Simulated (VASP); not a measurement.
# Rb (Fmmm) in VASP: single point with PBEsol

Aim: the single point of Rb with PBEsol.

Everything below comes from runs of VASP 6.6.1. Logs are shortened: lines on timing, memory, paths and dates and some standing lists are left out, and cuts for length are marked.

**1. The cell of the first run**

Symmetry: Fmmm, No. 69, orthorhombic system. Conventional cell: a = 5.612 Å, b = 7.862 Å, c = 8.011 Å, α = 90.00°, β = 90.00°, γ = 90.00°.

**2. Single point, PBEsol (strain +0.0187 x Voigt [0, 0, 0, 1, 0, 0])**

File INCAR:

```
ALGO     = Fast           # electronic algorithm
EDIFF    = 1E-6           # SCF threshold, eV
ENCUT    = 520            # plane-wave cutoff, eV
GGA      = PS             # functional
ISIF     = 2              # what is computed and relaxed
ISMEAR   = 0              # smearing method
LASPH    = True           # aspherical terms in the spheres
LCHARG   = False          # write CHGCAR
LREAL    = False          # projectors in reciprocal space
LWAVE    = False          # write WAVECAR
NBANDS   = 10             # bands
NELM     = 100            # most SCF steps
PREC     = Accurate       # precision mode
SIGMA    = 0.15           # smearing width, eV
```

File KPOINTS:

```
k-points
0
Gamma
  12 12 12
```

File POSCAR:

```
Rb
1.0
   -2.8060000000      2.8322361000      2.8322361000
    2.8060000000     -2.7797639000      2.7797639000
    2.8060000000      2.7797639000     -2.7797639000
Rb
1
Direct
    0.0000000000      0.0000000000      0.0000000000
```

Potentials or basis: VASP PAW PBE potentials, release 64 (Rb_sv).

Launch:

```console
cat potpaw_PBE.64/Rb_sv/POTCAR > POTCAR
mpirun -np 1 vasp_std > vasp.out
```

OUTCAR:

```text
EDIFF = 1E-6
   ENCUT = 520
   GGA = PS
   ISIF = 2
   ISMEAR = 0
   LASPH = True
   LREAL = False
   NELM = 100
   PREC = Accurate

 ion  position               nearest neighbor table
   1  0.000  0.000  0.000-

  LATTYP: Found a face centered orthorhombic cell.
 ALAT       =     5.6120000000
 B/A-ratio  =     1.4009906656
 C/A-ratio  =     1.4274364592

  Lattice vectors:

 A1 = (   0.0000000000,   5.6120000000,   0.0524722000)
 A2 = (   2.8060000000,   2.8322361000,   2.8322361000)
 A3 = (   2.8060000000,   2.7797639000,  -2.7797639000)

Analysis of symmetry for initial positions (statically):
=====================================================================
 Subroutine PRICEL returns:
 Original cell was already a primitive cell.

 Routine SETGRP: Setting up the symmetry group for a
 face centered orthorhombic supercell.

 Subroutine GETGRP returns: Found  8 space group operations
 (whereof  8 operations were pure point group operations)
 out of a pool of  8 trial point group operations.

The static configuration has the point symmetry D_2h.

Analysis of symmetry for dynamics (positions and initial velocities):
=====================================================================
 Subroutine PRICEL returns:
 Original cell was already a primitive cell.

 Routine SETGRP: Setting up the symmetry group for a
 face centered orthorhombic supercell.

 Subroutine GETGRP returns: Found  8 space group operations
 (whereof  8 operations were pure point group operations)
 out of a pool of  8 trial point group operations.

The dynamic configuration has the point symmetry D_2h.

 Subroutine INISYM returns: Found  8 space group operations
 (whereof  8 operations are pure point group operations),
 and found     1 'primitive' translations

----------------------------------------------------------------------------------------

                                     Primitive cell

  volume of cell :      88.3660

  direct lattice vectors                    reciprocal lattice vectors
    -2.806000000  2.832236100  2.832236100     0.000000000  0.176538955  0.176538955
     2.806000000 -2.779763900  2.779763900     0.178189594 -0.001666218  0.178205173
     2.806000000  2.779763900 -2.779763900     0.178189594  0.178205173 -0.001666218

  length of vectors
     4.890476322  4.829887233  4.829887233     0.249663784  0.252014665  0.252014665

  position of ions in fractional coordinates (direct lattice)
     0.000000000  0.000000000  0.000000000

  ion indices of the primitive-cell ions
   primitive index   ion index
                 1           1

----------------------------------------------------------------------------------------

 KPOINTS: k-points

Automatic generation of k-mesh.
 Grid dimensions read from file:
 generate k-points for:   12   12   12

 Generating k-lattice:

  Cartesian coordinates                     Fractional coordinates (reciprocal lattice)
     0.000000000  0.014711580  0.014711580     0.083333333  0.000000000  0.000000000
     0.014849133 -0.000138852  0.014850431    -0.000000000  0.083333333  0.000000000
     0.014849133  0.014850431 -0.000138852    -0.000000000  0.000000000  0.083333333

  Length of vectors
     0.020805315  0.021001222  0.021001222

  Shift w.r.t. Gamma in fractional coordinates (k-lattice)
     0.000000000  0.000000000  0.000000000

 Subroutine IBZKPT returns following result:
 ===========================================

 Found    280 irreducible k-points:

 Following reciprocal coordinates:
            Coordinates               Weight
  0.000000  0.000000  0.000000      1.000000
  0.083333  0.000000  0.000000      2.000000
  0.166667  0.000000  0.000000      2.000000
  0.250000  0.000000  0.000000      2.000000
  0.333333  0.000000  0.000000      2.000000
  0.416667  0.000000  0.000000      2.000000
[... 16 lines left out ...]
  0.166667  0.250000  0.000000      8.000000
  0.250000  0.250000 -0.000000      8.000000
 [... further k-points ...]
   k-points           NKPTS =    280   k-points in BZ     NKDIM =    280   number of bands    NBANDS=     10
   number of dos      NEDOS =    301   number of ions     NIONS =      1
   total plane-waves  NPLWV =  46656
   dimension x,y,z NGX =    36 NGY =   36 NGZ =   36
   dimension x,y,z NGXF=    72 NGYF=   72 NGZF=   72
   ions per type =               1
   NGX,Y,Z   is equivalent  to a cutoff of  12.24, 12.39, 12.39 a.u.
   NGXF,Y,Z  is equivalent  to a cutoff of  24.48, 24.78, 24.78 a.u.
 SYSTEM =  unknown system
   PREC   = accura    normal or accurate (medium, high low for compatibility)
   ISTART =      0    job   : 0-new  1-cont  2-samecut
   ICHARG =      2    charge: 1-file 2-atom 10-const
   ISPIN  =      1    spin polarized calculation?
   LNONCOLLINEAR =      F non collinear calculations
   LSORBIT =      F    spin-orbit coupling
   LASPH  =      T    aspherical Exc in radial PAW
   ENCUT  =  520.0 eV  38.22 Ry    6.18 a.u.   9.09  8.98  8.98*2*pi/ulx,y,z
   NELM   =    100;   NELMIN=  2; NELMDL= -5     # of ELM steps
   EDIFF  = 0.1E-05   stopping-criterion for ELM
   LREAL  =      F    real-space projection
   EDIFFG = 0.1E-04   stopping-criterion for IOM
   NSW    =      0    number of steps for IOM
   IBRION =     -1    ionic relax: 0-MD 1-quasi-New 2-CG
   NFREE  =      0    steps in history (QN), initial steepest desc. (CG)
   ISIF   =      2    stress and relaxation
   ISYM   =      2    0-nonsym 1-usesym 2-fastsym
   POTIM  = 0.5000    time-step for ionic-motion
   TEBEG  =    0.0;   TEEND  =   0.0 temperature during run
   PSTRESS=    0.0 pullay stress
   NELECT =       9.0000    total number of electrons
   NUPDOWN=      -1.0000    fix difference up-down
   EMIN   =  10.00;   EMAX   =-10.00  energy-range for DOS
   EFERMI =   0.00;   METHOD = LEGACY
   ISMEAR =     0;   SIGMA  =   0.15  broadening in eV -4-tet -1-fermi 0-gaus
   EFERMI_NEDOS =   21; number of points for ismear=-14 and -15
   IALGO  =     68    algorithm
   IMIX   =      4    mixing-type and parameters
     AMIX     =   0.40;   BMIX     =  1.00
     AMIX_MAG =   1.60;   BMIX_MAG =  1.00
  volume/ion in A,a.u.               =      88.37       596.32
  Fermi-wavevector in a.u.,A,eV,Ry     =   0.764529  1.444750  7.952669  0.584505
  Thomas-Fermi vector in A             =   1.864451
   LORBIT       =      0    0 simple, 1 ext, 2 COOP (PROOUT), +10 PAW based schemes
   GGA     = PS    functional components
   LHFCALC =     F    Hartree Fock is set to
   AEXX    =    0.0000 exact exchange contribution
   IVDW    =     0    specifies the selected vdW correction
   LEPSILON=     F    determine dielectric tensor
   LRPA    =     F    only Hartree local field effects (RPA)
 non-spin polarized calculation
 RMM-DIIS sequential band-by-band and
 Gauss-broadening in eV      SIGMA  =   0.15
  energy-cutoff  :      520.00
  volume of cell :       88.37
 maximum number of plane-waves:      2412
   NGX = 19   NGY = 17   NGZ = 17

 number of electron       9.0000000 magnetization

 Free energy of the ion-electron system (eV)
  ---------------------------------------------------
  ext. energy  EPLUGINS =         0.00000000
  ---------------------------------------------------
  free energy    TOTEN  =        -1.02858544 eV

  energy without entropy =       -1.01737610  energy(sigma->0) =       -1.02298077

 E-fermi :   0.0050     XC(G=0):  -5.5944

 val. band max:        0.0039042289   @ k =   0.2500  -0.4167   0.3333
 cond. band min:       0.0069931112   @ k =   0.3333   0.1667  -0.0000
 fundamental gap:      0.0030888823
 Fermi energy:         0.0049524401

 k-point     1 :       0.0000    0.0000    0.0000
  band No.  band energies     occupation
      1     -28.8301      2.00000
      2     -12.8750      2.00000
      3     -12.8738      2.00000
      4     -12.8728      2.00000
      5      -2.0034      2.00000
      6       3.6756      0.00000
      7       3.7115      0.00000
      8       3.7622      0.00000
      9       4.6862      0.00000
     10       4.6935      0.00000

 k-point     2 :       0.0833    0.0000    0.0000
  band No.  band energies     occupation
      1     -28.8298      2.00000
      2     -12.8820      2.00000
      3     -12.8761      2.00000
      4     -12.8729      2.00000
      5      -1.9206      2.00000
      6       3.5564      0.00000
      7       3.5632      0.00000
      8       3.8392      0.00000
      9       4.5467      0.00000
     10       4.6606      0.00000

 k-point     3 :       0.1667    0.0000    0.0000
  band No.  band energies     occupation
      1     -28.8290      2.00000
      2     -12.9011      2.00000
      3     -12.8821      2.00000
      4     -12.8730      2.00000
      5      -1.6777      2.00000
      6       3.0683      0.00000
      7       3.3064      0.00000
      8       4.0678      0.00000
      9       4.4893      0.00000
     10       4.6235      0.00000

 k-point     4 :       0.2500    0.0000    0.0000
  band No.  band energies     occupation
      1     -28.8278      2.00000
      2     -12.9269      2.00000
      3     -12.8903      2.00000
      4     -12.8731      2.00000
      5      -1.2907      2.00000
      6       2.4418      0.00000
      7       3.0282      0.00000
      8       4.4408      0.00000
      9       4.5710      0.00000
     10       4.6408      0.00000
[... 222 lines left out ...]
 k-point    22 :       0.0833    0.2500   -0.0000
  band No.  band energies     occupation
      1     -28.8269      2.00000
      2     -12.9416      2.00000
      3     -12.8974      2.00000
      4     -12.8762      2.00000
      5      -0.9816      2.00000
      6       2.1780      0.00000
      7       2.7966      0.00000
      8       4.3628      0.00000
      9       4.6423      0.00000
     10       4.9202      0.00000

 k-point    23 :       0.1667    0.2500    0.0000
  band No.  band energies     occupation
      1     -28.8261      2.00000
      2     -12.9528      2.00000
      3     -12.9063      2.00000
      4     -12.8808      2.00000
      5      -0.5576      2.00000
      6       1.8892      0.00000
      7       2.4243      0.00000
      8       4.3520      0.00000
      9       4.6482      0.00000
     10       5.2162      0.00000

 k-point    24 :       0.2500    0.2500   -0.0000
  band No.  band energies     occupation
      1     -28.8254      2.00000
      2     -12.9582      2.00000
      3     -12.9191      2.00000
      4     -12.8839      2.00000
      5      -0.0309      1.26491
      6       1.5975      0.00000
      7       2.0262      0.00000
      8       4.3054      0.00000
      9       4.5481      0.00000
     10       5.3600      0.00000

 [... further k-points ...]

------------------------ aborting loop because EDIFF is reached ----------------------------------------

  FORCE on cell =-STRESS in cart. coord.  units (eV):
  Direction    XX          YY          ZZ          XY          YZ          ZX
  --------------------------------------------------------------------------------------
  -------------------------------------------------------------------------------------
  Total       -0.0334947     -0.0340446     -0.0340446      0.0000000     -0.0198000      0.0000000
  in kB       -0.6072972     -0.6172689     -0.6172689      0.0000000     -0.3589968      0.0000000
  external PRESSURE =      -0.6139450 kB  Pullay stress =       0.0000000 kB

 VOLUME and BASIS-vectors are now :
 -----------------------------------------------------------------------------
  energy-cutoff  :      520.00
  volume of cell :       88.37
      direct lattice vectors                 reciprocal lattice vectors
    -2.806000000  2.832236100  2.832236100     0.000000000  0.176538955  0.176538955
     2.806000000 -2.779763900  2.779763900     0.178189594 -0.001666218  0.178205173
     2.806000000  2.779763900 -2.779763900     0.178189594  0.178205173 -0.001666218

 POSITION                                       TOTAL-FORCE (eV/Angst)
 -----------------------------------------------------------------------------------
      0.00000      0.00000      0.00000         0.000000      0.000000      0.000000
 -----------------------------------------------------------------------------------
    total drift:                               -0.000000      0.000000      0.000000

  FREE ENERGIE OF THE ION-ELECTRON SYSTEM (eV)
  ---------------------------------------------------
  free  energy   TOTEN  =        -1.0285854376 eV

  energy  without entropy=       -1.0173761024  energy(sigma->0) =       -1.02298077
```

Run time: 4.5 min. Hardware: 1 thread of Intel Xeon 8259CL, shared host; peak memory 0.37 GiB.

Results:

| Quantity | Value |
| --- | --- |
| Free energy | -1.0286 eV |
| Pressure | -0.1 GPa |
| Band gap on the k mesh | zero (an odd number of electrons rules out a gap without spin polarisation) |

Caveat: the cell differs from its parent crystal (strain +0.0187 x Voigt [0, 0, 0, 1, 0, 0]); the PAW data sets were made with another functional, which shifts forces and pressure a little.
